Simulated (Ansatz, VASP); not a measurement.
# Two plane-wave programs on SnSe

```
Sn Se
1.0
     4.24227    0.00000    0.00000
     0.00000    4.13753    0.00000
     0.00000    0.00000   10.97962
Sn Se
2 2
Direct
  0.50000 0.00000 0.37816
  0.00000 0.50000 0.62184
  0.50000 0.00000 0.62178
  0.00000 0.50000 0.37822
```

Change from the starting cell: strain +0.0125 x Voigt [1, -1, 0, 0, 0, 0], atoms carried along.

Alike in both runs: task single point; functional LDA; k mesh 6 × 6 × 4; occupations gaussian, width 0.05 eV; no spin polarisation.

```csv
,VASP,Ansatz
version,VASP 6.6.1,Ansatz 0.2.0
potentials or method,"VASP PAW LDA potentials, release 64 (Sn_d, Se), cutoff 500 eV","scalar-relativistic, plane waves, PAW"
valence electrons in the cell,40,60
```

```tsv
	VASP	Ansatz	Ansatz less VASP
gap on the k mesh at the Fermi level (eV)	1.32	1.33	+0.006
least direct gap on the mesh (eV)	1.47	1.48	+0.016
rms of the force components (eV/Å)	0.013	0.000	-0.0129
```

LDA's correlation is that of Perdew and Zunger in VASP and of Perdew and Wang (1992) in Ansatz. Atom by atom the forces differ by 0.014 eV/Å (rms over components). VASP's potentials hold 40 valence electrons a cell and Ansatz's 60, so a difference there can come from the potentials and not from the codes.
